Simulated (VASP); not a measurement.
Si2W:

```
W Si
1.0
    -1.60690    1.60690    3.91495
     1.60690   -1.60690    3.91495
     1.60690    1.60690   -3.91495
W Si
1 2
Direct
  0.00000 0.00000 0.00000
  0.66530 0.66530 0.00000
  0.33470 0.33470 0.00000
```

- Program: VASP 6.6.1
- Task: relaxation of cell and atoms
- Functional: RPBE
- Potentials or basis: VASP PAW PBE potentials, release 64 (W_sv, Si)
- Cutoff: 600 eV
- k mesh: 12 × 12 × 12
- Occupations: fermi-dirac, width 0.05 eV
- Spin: no spin polarisation

At the start: pressure 5.9 GPa; volume 13.48 Å³/atom.

Task: How do energy, volume and symmetry change on relaxing?

Result: Over 6 steps the energy falls by 6.3 meV/atom and the volume is 13.82 Å³/atom (+2.6 %); space group I4/mmm (No. 139, to 0.1 Å) before and after.

Step by step:
| step | energy change (eV) | largest force (eV/Å) | pressure (GPa) | volume (Å³) |
| --- | --- | --- | --- | --- |
| 1 | 0.0000 | 0.1166 | 5.86 | 40.44 |
| 2 | 0.0375 | 0.1653 | -8.88 | 43.39 |
| 3 | -0.0188 | 0.0052 | -0.06 | 41.49 |
| 4 | -0.0188 | 0.0073 | 0.05 | 41.47 |
| 5 | -0.0189 | 0.0019 | 0.04 | 41.47 |
| 6 | -0.0189 | 0.0035 | 0.04 | 41.47 |

Final structure:
```cif
data_structure
_symmetry_space_group_name_H-M 'P 1'
_symmetry_Int_Tables_number 1
_cell_length_a 4.5643
_cell_length_b 4.5643
_cell_length_c 4.5643
_cell_angle_alpha 138.403
_cell_angle_beta 138.403
_cell_angle_gamma 60.286
_cell_volume 41.47
loop_
_atom_site_label
_atom_site_type_symbol
_atom_site_fract_x
_atom_site_fract_y
_atom_site_fract_z
_atom_site_occupancy
W1 W 0.00000 0.00000 0.00000 1
Si1 Si 0.66559 0.66559 0.00000 1
Si2 Si 0.33441 0.33441 0.00000 1
```

Caveat: the PAW data sets were made with another functional, which shifts forces and pressure a little.
